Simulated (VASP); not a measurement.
A run of VASP 6.6.1 is set up as follows.

Contents of INCAR:

```
SYSTEM = HfN
ALGO     = Normal         ! electronic algorithm
EDIFF    = 1E-6           ! SCF threshold, eV
EDIFFG   = -0.03          ! ionic threshold
ENCUT    = 600            ! plane-wave cutoff, eV
GGA      = PS             ! functional
IBRION   = 2              ! ionic algorithm
ISIF     = 3              ! what is computed and relaxed
ISMEAR   = 1              ! smearing method
LASPH    = .TRUE.         ! aspherical terms in the spheres
LCHARG   = .FALSE.        ! write CHGCAR
LREAL    = .FALSE.        ! projectors in reciprocal space
LWAVE    = .FALSE.        ! write WAVECAR
NELM     = 80             ! most SCF steps
NSW      = 80             ! ionic steps
PREC     = Accurate       ! precision mode
SIGMA    = 0.1            ! smearing width, eV
```

File KPOINTS:

```
k-points
0
G
  11 11 11
  0 0 0
```

The input POSCAR:

```
HfN
1.0
    0.0000000000      2.4548220000      2.4548220000
    2.4548220000      0.0000000000      2.4548220000
    2.4548220000      2.4548220000      0.0000000000
Hf N
1 1
Direct
    0.0000000000      0.0000000000      0.0000000000
    0.7500000000      0.7500000000      0.7500000000
```

Potentials or basis: VASP PAW PBE potentials, release 64 (Hf_pv, N).

Launch:

```sh
$ cat potpaw_PBE.64/Hf_pv/POTCAR potpaw_PBE.64/N/POTCAR > POTCAR
$ mpirun -np 1 vasp_std > vasp.out
```

(1) What does it give for the relaxed cell?

(2) What does it give for the relaxed volume?

(3) Predict the space group after relaxing (to 0.05 Å).

## Answers

(1) a = 3.437 Å, b = 3.437 Å, c = 3.437 Å, α = 60.00°, β = 60.00°, γ = 60.00°.

(2) 14.35 Å³/atom.

(3) F-43m (No. 216).

Caveat: the PAW data sets were made with another functional, which shifts forces and pressure a little.
